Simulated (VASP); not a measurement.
Write the native input for VASP 6.6.1 that does the following.

| Quantity | Value |
| --- | --- |
| Task | single point |
| Functional | PBE |
| Potentials or basis | VASP PAW PBE potentials, release 64 (Te, W_sv) |
| Cutoff | 520 eV |
| k mesh | 7 × 7 × 7 |
| Occupations | fermi-dirac, width 0.05 eV |
| Spin | no spin polarisation |
| Dipole correction | no |
| Further INCAR settings | ALGO = Normal; EDIFF = 1e-06; NBANDS = 24 |

The structure of TeW2 lies in POSCAR:

```
TeW2
1.0
    0.0000000000      3.0876433886      3.0876433886
    3.0876433886      0.0000000000      3.0876433886
    3.0876433886      3.0876433886      0.0000000000
Te W
1 2
Direct
    0.0000000000      0.0000000000      0.0000000000
    0.2500000000      0.2500000000      0.2500000000
    0.7500000000      0.7500000000      0.7500000000
```

The input as run:

INCAR

```
SYSTEM = TeW2
PREC     = Accurate       ! precision mode
ENCUT    = 520            ! plane-wave cutoff, eV
EDIFF    = 1E-6           ! SCF threshold, eV
ISMEAR   = -1             ! smearing method
SIGMA    = 0.05           ! smearing width, eV
LREAL    = .FALSE.        ! projectors in reciprocal space
LASPH    = .TRUE.         ! aspherical terms in the spheres
NELM     = 100            ! most SCF steps
ALGO     = Normal         ! electronic algorithm
ISIF     = 2              ! what is computed and relaxed
LWAVE    = .FALSE.        ! write WAVECAR
LCHARG   = .TRUE.         ! write CHGCAR
GGA      = PE             ! functional
LELF     = .TRUE.         ! ELF
LVHAR    = .TRUE.       
NBANDS   = 24             ! bands
```

KPOINTS

```
regular mesh
0
G
  7 7 7
  0 0 0
```

Potentials or basis: VASP PAW PBE potentials, release 64 (Te, W_sv).

Command:

```console
$ cat potpaw_PBE.64/Te/POTCAR potpaw_PBE.64/W_sv/POTCAR > POTCAR
$ mpirun -np 1 vasp_std > vasp.out
```

It gave:

The pressure is 6.4 GPa and the band gap on the k mesh is zero (bands 17 and 18 overlap by 2.06 eV).

Caveat: the cell stands under pressure; spin-orbit coupling is left out, which moves the levels of the heavy elements.

It took 12 s on 1 thread of Intel(R) Xeon(R) 6975P-C (Granite Rapids), on a shared host, peak memory 0.18 GiB.
